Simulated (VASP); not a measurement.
Wanted: the native input for a VASP 6.6.1 run.

* Task: single point
* Functional: LDA
* Potentials or basis: VASP PAW LDA potentials, release 64 (Ti_sv)
* Cutoff: 520 eV
* k mesh: 11 × 11 × 11
* Occupations: gaussian, width 0.05 eV
* Spin: no spin polarisation
* Dipole correction: no
* Further INCAR settings: ALGO = Normal; EDIFF = 1e-06; NBANDS = 12

The structure of Ti lies in POSCAR:

```
Ti
1.0
    0.0000000000      1.9991798653      1.9991798653
    1.9991798653      0.0000000000      1.9991798653
    1.9991798653      1.9991798653      0.0000000000
Ti
1
Direct
    0.0000000000      0.0000000000      0.0000000000
```

The input as run:

INCAR

```
ALGO = Normal
EDIFF = 1E-6
ENCUT = 520
GGA = CA
ISIF = 2
ISMEAR = 0
LASPH = T
LCHARG = F
LREAL = F
LWAVE = F
NBANDS = 12
NELM = 100
PREC = Accurate
SIGMA = 0.05
```

KPOINTS

```
k-points
0
Gamma
  11 11 11
```

Potentials or basis: VASP PAW LDA potentials, release 64 (Ti_sv).

The run is started by

```console
$ cat potpaw_LDA.64/Ti_sv/POTCAR > POTCAR
$ mpirun -np 1 vasp_std > vasp.out
```

It gave:

- Pressure: -0.1 GPa
- Band gap on the k mesh: zero (band 6 reaches 9.80 eV, above the bottom of band 7 at 8.60 eV)

It took 5.6 s on 1 thread of Intel(R) Xeon(R) 6975P-C (Granite Rapids), on a shared host, peak memory 0.13 GiB.
